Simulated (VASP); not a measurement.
Input of a VASP 6.6.1 run:

File INCAR:

```
SYSTEM = AlNi
PREC = Accurate ; ENCUT = 520
EDIFF = 1E-6 ; ISMEAR = 0
SIGMA = 0.15 ; LREAL = .FALSE.
LASPH = .TRUE. ; NELM = 100
ALGO = Fast ; ISIF = 2
LWAVE = .FALSE. ; LCHARG = .FALSE.
GGA = PS ; NBANDS = 14
```

KPOINTS

```
Automatic mesh
0
G
  16 16 16
  0 0 0
```

POSCAR

```
AlNi
1.0
    1.9874914371     -1.9874386223      0.0000000000
    1.9874914371      1.9874386223      0.0000000000
    0.0000000000      0.0000000000      2.9454000000
Al Ni
1 1
Direct
    0.0000000000      0.0000000000      0.0000000000
    0.5000000000      0.5000000000      0.5000000000
```

Potentials or basis: VASP PAW PBE potentials, release 64 (Al, Ni).

Command:

```console
$ cat potpaw_PBE.64/Al/POTCAR potpaw_PBE.64/Ni/POTCAR > POTCAR
$ mpirun -np 1 vasp_std > vasp.out
```

(1) Predict the pressure.

## Answers

(1) 1.7 GPa.

Caveat: the PAW data sets were made with another functional, which shifts forces and pressure a little.
